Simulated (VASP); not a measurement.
Write the native input for VASP 6.6.1 that does the following.

```
Task                   : relaxation of cell and atoms
Functional             : PBEsol
Potentials or basis    : VASP PAW PBE potentials, release 64 (Cd, I)
Cutoff                 : 500 eV
k mesh                 : 9 × 9 × 4
Occupations            : gaussian, width 0.02 eV
Spin                   : no spin polarisation
Dipole correction      : no
Further INCAR settings : ALGO = Normal; EDIFF = 1e-07; IBRION = 2; EDIFFG = -0.005; NSW = 100; ISIF = 3
```

The structure of CdI2 lies in POSCAR:

```
CdI2
1.0
    4.2439992147      0.0000000000      0.0000000000
   -2.1219996073      3.6754111335      0.0000000000
    0.0000000000      0.0000000000      6.8590000000
Cd I
1 2
Direct
    0.0000000000      0.0000000000      0.0000000000
    0.3333333333      0.6666666667      0.2492000000
    0.6666666667      0.3333333333      0.7508000000
```

These files were run (other wordings do the same):

INCAR

```
PREC = Accurate
ENCUT = 500
EDIFF = 1E-7
ISMEAR = 0
SIGMA = 0.02
LREAL = False
LASPH = True
NELM = 120
ALGO = Normal
ISIF = 3
LWAVE = False
LCHARG = False
GGA = PS
IBRION = 2
NSW = 100
EDIFFG = -0.005
GGA_COMPAT = False
NELMIN = 4
```

KPOINTS

```
regular mesh
0
Gamma
  9 9 4
```

Potentials or basis: VASP PAW PBE potentials, release 64 (Cd, I).

Command:

```sh
$ cat potpaw_PBE.64/Cd/POTCAR potpaw_PBE.64/I/POTCAR > POTCAR
$ mpirun -np 1 vasp_std > vasp.out
```

It gave:

The relaxed volume is 35.97 Å³/atom. The relaxed cell is a = 4.228 Å, b = 4.228 Å, c = 6.971 Å, α = 90.00°, β = 90.00°, γ = 120.00° and the space group after relaxing (to 0.1 Å) is P-3m1 (No. 164). The energy gained by relaxing is 0.7 meV/atom, the ionic steps are 13 and the pressure after relaxing is 0.0 GPa. The band gap on the k mesh is 2.34 eV (least direct gap 2.54 eV).

Caveat: the PAW data sets were made with another functional, which shifts forces and pressure a little; spin-orbit coupling is left out, which moves the levels of the heavy elements; an odd mesh through Γ misses points on the zone boundary, where band edges can lie; this functional lacks dispersion, which binds the layers, so the pressure and a relaxed spacing across them are unreliable.

Run time: 3.3 min on 1 thread of Intel(R) Xeon(R) 6975P-C (Granite Rapids), with other jobs on the host, peak memory 0.27 GiB.
